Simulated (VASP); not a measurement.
# C: single point with LDA

The system is C.

```xyz
8
Lattice="2.4315 0.0000 0.0000 -1.2157 2.1057 0.0000 0.0000 0.0000 8.5979" Properties=species:S:1:pos:R:3 pbc="T T T"
C     0.0000    0.0000    0.8116
C     0.0000    0.0000    5.1106
C     0.0000    0.0000    3.4873
C     0.0000    0.0000    7.7863
C     0.0000    1.4038    1.3276
C     1.2157    0.7019    5.6265
C     0.0000    1.4038    2.9714
C     1.2157    0.7019    7.2703
```

This cell differs from its parent crystal: atoms displaced along a vibrational mode, the cell strained.

```json
{"Program": "VASP 6.6.1", "Task": "single point", "Functional": "LDA", "Potentials or basis": "VASP PAW LDA potentials, release 64 (C_h)", "Cutoff": "1300 eV", "k mesh": "12 × 12 × 4", "Occupations": "gaussian, width 0.05 eV", "Spin": "no spin polarisation", "Dipole correction": "no", "Further INCAR settings": "ALGO = Normal; EDIFF = 1e-06; NBANDS = 26"}
```

```json
{
  "Pressure": "6.1 GPa",
  "Largest force": "0.695 eV/Å",
  "Band gap on the k mesh": "3.35 eV"
}
```

Forces on the atoms (eV/Å):
```
C    0.000  0.000 -0.695
C    0.000  0.000 -0.695
C    0.000  0.000  0.695
C    0.000  0.000  0.695
C    0.000  0.000  0.622
C    0.000  0.000  0.622
C    0.000  0.000 -0.622
C    0.000  0.000 -0.622
```

Stress tensor (GPa, compression positive):
```
 33.69   0.00   0.00
  0.00  33.69   0.00
  0.00   0.00 -49.06
```

Levels at points of the mesh, in eV from the valence-band top:
```tsv
k point	band 13	band 14	band 15	band 16	band 17	band 18	band 19	band 20
(0.00, 0.00, 0.00)	-1.41	-0.14	-0.14	0.00	3.35	6.27	6.27	7.68
(0.50, 0.00, 0.00)	-4.96	-4.90	-3.70	-3.47	4.61	5.49	5.62	6.46
(0.00, 0.00, 0.50)	-0.59	-0.59	-0.59	-0.59	6.04	6.04	6.83	6.83
(0.50, 0.00, 0.50)	-4.67	-4.67	-3.98	-3.98	5.76	5.76	6.26	6.26
```

Wall time 3.4 min on 1 thread of Intel(R) Xeon(R) Platinum 8375C CPU @ 2.90GHz (Ice Lake), on a shared host, peak memory 0.33 GiB.

Caveat: the cell differs from its parent crystal (atoms displaced along a vibrational mode, the cell strained); the stress differs along the axes, from -49 to 34 GPa. A k mesh can miss the band edges.
